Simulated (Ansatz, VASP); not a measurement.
# TiC in VASP and in Ansatz

```
Ti C
1.0
     0.00000    2.19646    2.16400
     2.19646    0.00000    2.16400
     2.19646    2.19646    0.00000
Ti C
1 1
Cartesian
  0.0000 0.0000 0.0000
  2.1965 2.1965 2.1640
```

Change from the starting cell: strain +0.015 along x and y, +0.000 along z, atoms carried along.

Alike in both runs: task single point; functional PBE; k mesh 18 × 18 × 18; occupations gaussian, width 0.15 eV; no spin polarisation.

|  | VASP | Ansatz |
| --- | --- | --- |
| version | VASP 6.6.1 | Ansatz 0.2.0 |
| potentials or method | VASP PAW PBE potentials, release 64 (Ti_sv, C), cutoff 520 eV | scalar-relativistic, plane waves, PAW |
| valence electrons in the cell | 16 | 16 |

```tsv
	VASP	Ansatz	Ansatz less VASP
gap on the k mesh at the Fermi level (eV)	none	none	-
pressure (GPa)	-6.0	-6.1	-0.18
traceless stress, the component that is largest in VASP (GPa)	3.53	3.50	-0.030
```

A gap of «none» marks a metal or a gap that the smearing closes.
